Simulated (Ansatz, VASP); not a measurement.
**Two plane-wave programs on LiCl**

```xyz
2
Lattice="-0.0748 2.5579 2.5579 2.5579 -0.0748 2.5579 2.5579 2.5579 -0.0748" Properties=species:S:1:pos:R:3 pbc="T T T"
Li    0.0000    0.0000    0.0000
Cl    2.5205    2.5205    2.5205
```

Change from the starting cell: epitaxial_111 strain +3.0%.

Alike in both runs: task single point; functional PBE; k mesh 8 × 8 × 8; occupations fermi-dirac, width 0.02 eV; no spin polarisation.

|  | VASP | Ansatz |
| --- | --- | --- |
| version | VASP 6.6.1 | Ansatz 0.2.0 |
| potentials or method | VASP PAW PBE potentials, release 64 (Li_sv, Cl) | plane waves, PAW |
| plane-wave cutoff (eV) | 520 | 420 |
| valence electrons in the cell | 10 | 10 |

VASP gave:

| Quantity | Value |
| --- | --- |
| gap on the k mesh at the Fermi level (eV) | 5.97 |

Q: Estimate Ansatz's values.

A: gap on the k mesh at the Fermi level (eV): 5.96.

Noted on VASP's run: the cutoff is short for stress, so the pressure is rough.
